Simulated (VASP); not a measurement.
# YSi2Os2 (I4/mmm) in VASP: relaxation of cell and atoms with LDA

Aim: the relaxation of cell and atoms of YSi2Os2 with LDA.

Everything below comes from runs of VASP 6.6.1. Logs are shortened: lines on timing, memory, paths and dates and some standing lists are left out, and cuts for length are marked.

### Step 1. The cell of the first run

The structure is tetragonal, space group I4/mmm (No. 139). The conventional cell has a = 4.171 Å, b = 4.171 Å, c = 9.701 Å, α = 90.00°, β = 90.00°, γ = 90.00°. Within 4.2 Å of Y (site symmetry 4/mmm) lie 8 Os at 3.20 Å and 10 Si at 3.20 to 3.61 Å and 4 Y at 4.17 Å. Si (site symmetry 4mm) has 4 Os at 2.40 Å and 1 Si at 2.48 Å and 4 Y at 3.20 Å within 3.2 Å. Os (site symmetry -4m2) has 4 Si at 2.40 Å and 4 Os at 2.95 Å and 4 Y at 3.20 Å within 3.2 Å.

### Step 2. Relaxation of cell and atoms, LDA

INCAR

```
ALGO     = Normal         # electronic algorithm
EDIFF    = 1E-6           # SCF threshold, eV
EDIFFG   = -0.005         # ionic threshold
ENCUT    = 600            # plane-wave cutoff, eV
GGA      = CA             # functional
IBRION   = 2              # ionic algorithm
ISIF     = 3              # what is computed and relaxed
ISMEAR   = 0              # smearing method
LASPH    = True           # aspherical terms in the spheres
LCHARG   = False          # write CHGCAR
LREAL    = False          # projectors in reciprocal space
LWAVE    = False          # write WAVECAR
NELM     = 100            # most SCF steps
NSW      = 70             # ionic steps
PREC     = Accurate       # precision mode
SIGMA    = 0.1            # smearing width, eV
```

KPOINTS

```
k-points
0
Gamma
  12 12 12
```

POSCAR

```
YSi2Os2
1.0
   -2.0853239247      2.0853239247      4.8503951867
    2.0853239247     -2.0853239247      4.8503951867
    2.0853239247      2.0853239247     -4.8503951867
Y Si Os
1 2 2
Direct
    0.0000000000      0.0000000000      0.0000000000
    0.3719834877      0.3719834877      0.0000000000
    0.6280165123      0.6280165123      0.0000000000
    0.7500000000      0.2500000000      0.5000000000
    0.2500000000      0.7500000000      0.5000000000
```

Potentials or basis: VASP PAW LDA potentials, release 64 (Y_sv, Si, Os).

Launch:

```bash
$ cat potpaw_LDA.64/Y_sv/POTCAR potpaw_LDA.64/Si/POTCAR potpaw_LDA.64/Os/POTCAR > POTCAR
$ mpirun -np 1 vasp_std > vasp.out
```

OUTCAR:

```text
EDIFF = 1E-6
   EDIFFG = -0.005
   ENCUT = 600
   GGA = CA
   IBRION = 2
   ISIF = 3
   ISMEAR = 0
   LASPH = True
   LREAL = False
   NELM = 100
   NSW = 70
   PREC = Accurate

 ion  position               nearest neighbor table
   1  0.000  0.000  0.000-   4 3.20   5 3.20   4 3.20   5 3.20   4 3.20   5 3.20   4 3.20   5 3.20
                             3 3.20   2 3.20   3 3.20   2 3.20   3 3.20   2 3.20   3 3.20   2 3.20
   2  0.372  0.372  0.000-   4 2.40   5 2.40   5 2.40   4 2.40   3 2.48   1 3.20   1 3.20   1 3.20
                             1 3.20   1 3.61
   3  0.628  0.628  0.000-   4 2.40   5 2.40   5 2.40   4 2.40   2 2.48   1 3.20   1 3.20   1 3.20
                             1 3.20   1 3.61
   4  0.750  0.250  0.500-   3 2.40   2 2.40   2 2.40   3 2.40   5 2.95   5 2.95   5 2.95   5 2.95
                             1 3.20   1 3.20   1 3.20   1 3.20
   5  0.250  0.750  0.500-   3 2.40   2 2.40   2 2.40   3 2.40   4 2.95   4 2.95   4 2.95   4 2.95
                             1 3.20   1 3.20   1 3.20   1 3.20

  LATTYP: Found a body centered tetragonal cell.
 ALAT       =     4.1706478494
 C/A-ratio  =     2.3259672654

  Lattice vectors:

 A1 = (  -2.0853239247,   2.0853239247,   4.8503951867)
 A2 = (   2.0853239247,  -2.0853239247,   4.8503951867)
 A3 = (   2.0853239247,   2.0853239247,  -4.8503951867)

Analysis of symmetry for initial positions (statically):
=====================================================================
 Subroutine PRICEL returns:
 Original cell was already a primitive cell.

 Routine SETGRP: Setting up the symmetry group for a
 body centered tetragonal supercell.

 Subroutine GETGRP returns: Found 16 space group operations
 (whereof 16 operations were pure point group operations)
 out of a pool of 16 trial point group operations.

The static configuration has the point symmetry D_4h.

Analysis of symmetry for dynamics (positions and initial velocities):
=====================================================================
 Subroutine PRICEL returns:
 Original cell was already a primitive cell.

 Routine SETGRP: Setting up the symmetry group for a
 body centered tetragonal supercell.

 Subroutine GETGRP returns: Found 16 space group operations
 (whereof 16 operations were pure point group operations)
 out of a pool of 16 trial point group operations.

The dynamic configuration has the point symmetry D_4h.

 Subroutine INISYM returns: Found 16 space group operations
 (whereof 16 operations are pure point group operations),
 and found     1 'primitive' translations

[... 125 lines left out ...]
   GGA     = CA    functional components
   LHFCALC =     F    Hartree Fock is set to
   AEXX    =    0.0000 exact exchange contribution
   IVDW    =     0    specifies the selected vdW correction
   LEPSILON=     F    determine dielectric tensor
   LRPA    =     F    only Hartree local field effects (RPA)
 conjugate gradient relaxation of ions
 non-spin polarized calculation
 Gauss-broadening in eV      SIGMA  =   0.10
  energy-cutoff  :      600.00
  volume of cell :       84.37
 maximum number of plane-waves:      2855
 NGX is ok and might be reduce to    48
   NGX = 23   NGY = 23   NGZ = 23

--------------------------------------- Ionic step        1  -------------------------------------------

 number of electron      35.0000000 magnetization

 Free energy of the ion-electron system (eV)
  ---------------------------------------------------
  ext. energy  EPLUGINS =         0.00000000
  ---------------------------------------------------
  free energy    TOTEN  =       -47.91766798 eV

  energy without entropy =      -47.90410958  energy(sigma->0) =      -47.91088878

------------------------ aborting loop because EDIFF is reached ----------------------------------------

  FORCE on cell =-STRESS in cart. coord.  units (eV):
  Direction    XX          YY          ZZ          XY          YZ          ZX
  --------------------------------------------------------------------------------------
  -------------------------------------------------------------------------------------
  Total       -4.3964481     -4.3964481     -3.9916325      0.0000000     -0.0000000      0.0000000
  in kB      -83.4888279    -83.4888279    -75.8013545      0.0000000     -0.0000000      0.0000000
  external PRESSURE =     -80.9263367 kB  Pullay stress =       0.0000000 kB
[... 98 lines left out ...]
  FREE ENERGIE OF THE ION-ELECTRON SYSTEM (eV)
  ---------------------------------------------------
  free  energy   TOTEN  =       -48.0051844427 eV

  energy  without entropy=      -47.9923231108  energy(sigma->0) =      -47.99875378

[... ionic steps 4 to 8 ...]

--------------------------------------- Ionic step        9  -------------------------------------------

 number of electron      35.0000001 magnetization

------------------------ aborting loop because EDIFF is reached ----------------------------------------
[... 73 lines left out ...]
--------------------------------------- Ionic step       11  -------------------------------------------

 number of electron      35.0000000 magnetization

 Free energy of the ion-electron system (eV)
  ---------------------------------------------------
  ext. energy  EPLUGINS =         0.00000000
  ---------------------------------------------------
  free energy    TOTEN  =       -48.00826136 eV

  energy without entropy =      -47.99485889  energy(sigma->0) =      -48.00156013

 E-fermi :   7.5256     XC(G=0): -12.1098

 val. band max:        7.5177742077   @ k =  -0.2500   0.2500   0.0833
 cond. band min:       7.5302380097   @ k =  -0.0833   0.5000   0.0833
 fundamental gap:      0.0124638020
 Fermi energy:         7.5255886669

 k-point     1 :       0.0000    0.0000    0.0000
  band No.  band energies     occupation
      1     -34.3421      2.00000
      2     -14.5231      2.00000
      3     -14.5231      2.00000
      4     -14.4553      2.00000
      5      -3.7274      2.00000
      6      -0.3617      2.00000
[... 565 lines left out ...]
     20       9.4602      0.00000
     21      10.4939      0.00000

 [... further k-points ...]

------------------------ aborting loop because EDIFF is reached ----------------------------------------

  FORCE on cell =-STRESS in cart. coord.  units (eV):
  Direction    XX          YY          ZZ          XY          YZ          ZX
  --------------------------------------------------------------------------------------
  -------------------------------------------------------------------------------------
  Total        0.0008732      0.0008732     -0.0136720      0.0000000      0.0000000     -0.0000000
  in kB        0.0173089      0.0173089     -0.2709972      0.0000000      0.0000000     -0.0000000
  external PRESSURE =      -0.0787931 kB  Pullay stress =       0.0000000 kB
[... 20 lines left out ...]
  FREE ENERGIE OF THE ION-ELECTRON SYSTEM (eV)
  ---------------------------------------------------
  free  energy   TOTEN  =       -48.0082613631 eV

  energy  without entropy=      -47.9948588873  energy(sigma->0) =      -48.00156013

 reached required accuracy - stopping structural energy minimisation
```

OSZICAR:

```text
N       E                     dE             d eps       ncg     rms          rms(c)
DAV:   1     0.205574029071E+03    0.20557E+03   -0.17802E+04  6846   0.173E+03
DAV:   2    -0.248291034719E+02   -0.23040E+03   -0.22195E+03  7114   0.439E+02
DAV:   3    -0.494234863703E+02   -0.24594E+02   -0.23497E+02 10624   0.936E+01
[... 92 lines left out ...]
       N       E                     dE             d eps       ncg     rms          rms(c)
DAV:   1    -0.480083016980E+02   -0.46609E-04   -0.26934E-03  6878   0.371E-01    0.413E-02
DAV:   2    -0.480082711609E+02    0.30537E-04   -0.69806E-05  8283   0.621E-02    0.212E-02
DAV:   3    -0.480082618151E+02    0.93458E-05   -0.28131E-05  9511   0.368E-02    0.113E-02
DAV:   4    -0.480082613631E+02    0.45197E-06   -0.26432E-06  6716   0.111E-02
  11 F= -.48008261E+02 E0= -.48001560E+02  d E =-.565119E-04
```

CONTCAR:

```text
YSi2Os2
   1.00000000000000
    -2.0566123588271088    2.0566123588271088    4.7776448320658105
     2.0566123588271088   -2.0566123588271088    4.7776448320658105
     2.0566123588271088    2.0566123588271088   -4.7776448320658105
  Y               Si              Os
     1     2     2
Direct
     0.0000000000000000    0.0000000000000000    0.0000000000000000
     0.3727185421881848    0.3727185421881848    0.0000000000000000
     0.6272814578118151    0.6272814578118151    0.0000000000000000
     0.7500000000000000    0.2500000000000000    0.5000000000000000
     0.2500000000000000    0.7500000000000000    0.5000000000000000

  0.00000000E+00  0.00000000E+00  0.00000000E+00
  0.00000000E+00  0.00000000E+00  0.00000000E+00
  0.00000000E+00  0.00000000E+00  0.00000000E+00
  0.00000000E+00  0.00000000E+00  0.00000000E+00
  0.00000000E+00  0.00000000E+00  0.00000000E+00
```

It took 50 min on 1 thread of Intel Xeon Platinum 8259CL at 2.50GHz (Skylake/Cascade Lake), shared host; peak memory 0.63 GiB.

What came out:

| Quantity | Value |
| --- | --- |
| Free energy | -48.0083 eV |
| Relaxed volume | 16.17 Å³/atom |
| Relaxed cell | a = 5.593 Å, b = 5.593 Å, c = 5.593 Å, α = 136.85°, β = 136.85°, γ = 62.66° |
| Space group after relaxing (to 0.05 Å) | I4/mmm (No. 139) |
| Energy gained by relaxing | 18.1 meV/atom |
| Ionic steps | 11 |
| Pressure after relaxing | 0.0 GPa |
| Largest force after relaxing | 0.003 eV/Å |

Forces on the atoms (eV/Å):
```
Y    0.000  0.000  0.000
Si   0.000  0.000  0.003
Si   0.000  0.000 -0.003
Os   0.000  0.000  0.000
Os   0.000  0.000  0.000
```

The path:
```tsv
step	energy change (eV)	largest force (eV/Å)	pressure (GPa)	volume (Å³)
1	0.0000	0.3109	-8.09	84.37
2	0.3756	1.6416	22.98	74.38
3	-0.0875	0.1938	-0.39	81.19
4	-0.0876	0.2093	-0.15	81.10
5	-0.0876	0.2207	0.02	81.03
6	-0.0905	0.0444	0.15	80.80
7	-0.0905	0.0269	0.16	80.78
8	-0.0905	0.0108	-0.31	80.94
9	-0.0905	0.0091	-0.07	80.86
10	-0.0906	0.0059	-0.03	80.84
11	-0.0906	0.0031	-0.01	80.83
```

Final structure:
```xyz
5
Lattice="-2.0566 2.0566 4.7776 2.0566 -2.0566 4.7776 2.0566 2.0566 -4.7776" Properties=species:S:1:pos:R:3 pbc="T T T"
Y     0.0000    0.0000    0.0000
Si    0.0000    0.0000    3.5614
Si    0.0000    0.0000    5.9939
Os    0.0000    2.0566    2.3888
Os    2.0566    0.0000    2.3888
```

Levels at points of the mesh, in eV from the Fermi level:
| k point | band 14 | band 15 | band 16 | band 17 | band 18 | band 19 | band 20 | band 21 |
| --- | --- | --- | --- | --- | --- | --- | --- | --- |
| (0.00, 0.00, 0.00) | -1.06 | -0.82 | -0.36 | -0.36 | -0.31 | 0.48 | 2.44 | 3.07 |
| (0.50, 0.00, 0.00) | -2.14 | -2.01 | -1.83 | -0.94 | -0.31 | 0.94 | 2.97 | 3.16 |
| (0.50, 0.50, 0.00) | -2.27 | -2.26 | -0.87 | -0.67 | -0.46 | -0.30 | 2.57 | 2.76 |
| (0.50, 0.50, 0.50) | -2.41 | 0.44 | 0.61 | 0.61 | 0.88 | 2.44 | 2.46 | 3.16 |

Caveat: spin-orbit coupling is left out, which moves the levels of the heavy elements. LDA usually gives volumes a few per cent too small.
